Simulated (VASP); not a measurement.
Here is a VASP 6.6.1 calculation.

File INCAR:

```
  PREC = Accurate
  ENCUT = 520
  EDIFF = 1E-7
  ISMEAR = -1
  SIGMA = 0.05
  LREAL = F
  LASPH = T
  NELM = 150
  ALGO = Normal
  ISIF = 2
  LWAVE = F
  LCHARG = F
  ISPIN = 2
  MAGMOM = 1 1 1 3
  LORBIT = 11
  LMAXMIX = 4
  GGA = PS
  NBANDS = 31
```

File KPOINTS:

```
regular mesh
0
Gamma
  8 8 8
```

File POSCAR:

```
FeNi3
1.0
    3.4970887214      0.0000000000      0.0000000000
    0.0000000000      3.4970887214      0.0000000000
    0.0000000000      0.0000000000      3.4970887214
Ni Fe
3 1
Direct
    0.5000000000      0.5000000000      0.0000000000
    0.5000000000      0.0000000000      0.5000000000
    0.0000000000      0.5000000000      0.5000000000
    0.0000000000      0.0000000000      0.0000000000
```

Potentials or basis: VASP PAW PBE potentials, release 64 (Ni, Fe).

Command:

```bash
$ cat potpaw_PBE.64/Ni/POTCAR potpaw_PBE.64/Fe/POTCAR > POTCAR
$ mpirun -np 1 vasp_std > vasp.out
```

Q: What does it give for the pressure?

A: -1.7 GPa.

Q: Estimate the site moments.

A: Ni +0.61; Fe +2.84 μB.

Caveat: the PAW data sets were made with another functional, which shifts forces and pressure a little.
